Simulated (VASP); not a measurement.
Write the native input for VASP 6.6.1 that does the following.

```yaml
Task: single point
Functional: PBE
Potentials_or_basis: VASP PAW PBE potentials, release 64 (Pb_d, S)
Cutoff: 500 eV
k_mesh: 5 × 5 × 5
Occupations: fermi-dirac, width 0.012 eV
Spin: no spin polarisation
Dipole_correction: no
Further_INCAR_settings: ALGO = Normal; EDIFF = 1e-06; NBANDS = 17
```

The structure of PbS lies in POSCAR:

```
PbS
1.0
    0.0000000000      2.9533260000      2.9533260000
    2.9533260000      0.0000000000      2.9533260000
    2.9533260000      2.9533260000      0.0000000000
Pb S
1 1
Direct
    0.0000000000      0.0000000000      0.0000000000
    0.5000000000      0.5000000000      0.5000000000
```

These files were run (other wordings do the same):

INCAR

```
PREC = Accurate ; ENCUT = 500
EDIFF = 1E-6 ; ISMEAR = -1
SIGMA = 0.012 ; LREAL = False
LASPH = True ; NELM = 120
ALGO = Normal ; ISIF = 2
LWAVE = False ; LCHARG = False
GGA = PE ; NBANDS = 17
GGA_COMPAT = False
```

KPOINTS

```
Automatic mesh
0
Gamma
  5 5 5
```

Potentials or basis: VASP PAW PBE potentials, release 64 (Pb_d, S).

Command:

```sh
$ cat potpaw_PBE.64/Pb_d/POTCAR potpaw_PBE.64/S/POTCAR > POTCAR
$ mpirun -np 1 vasp_std > vasp.out
```

It gave:

| Quantity | Value |
| --- | --- |
| Pressure | 2.7 GPa |

Wall time 9.8 s on 1 thread of Intel(R) Xeon(R) 6975P-C (Granite Rapids) (shared host), peak memory 0.16 GiB.
